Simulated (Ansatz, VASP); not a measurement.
**TiC in VASP and in Ansatz**

```xyz
2
Lattice="0.0000 2.2089 2.2089 2.2089 0.0000 2.2089 2.2089 2.2089 0.0000" Properties=species:S:1:pos:R:3 pbc="T T T"
Ti    0.0000    0.0000    0.0000
C     2.2089    2.2089    2.2089
```

Alike in both runs: task single point; functional PBE; k mesh 16 × 16 × 16; occupations gaussian, width 0.1 eV; no spin polarisation.

|  | VASP | Ansatz |
| --- | --- | --- |
| version | VASP 6.6.1 | Ansatz 0.2.0 |
| potentials or method | VASP PAW PBE potentials, release 64 (Ti_sv, C), cutoff 520 eV | scalar-relativistic, plane waves, PAW |
| valence electrons in the cell | 16 | 16 |

VASP gave:

- gap on the k mesh at the Fermi level (eV): none
- pressure (GPa): -12.7

Which values does Ansatz return?

gap on the k mesh at the Fermi level (eV): none; pressure (GPa): -13.0.

A gap of «none» marks a metal or a gap that the smearing closes.
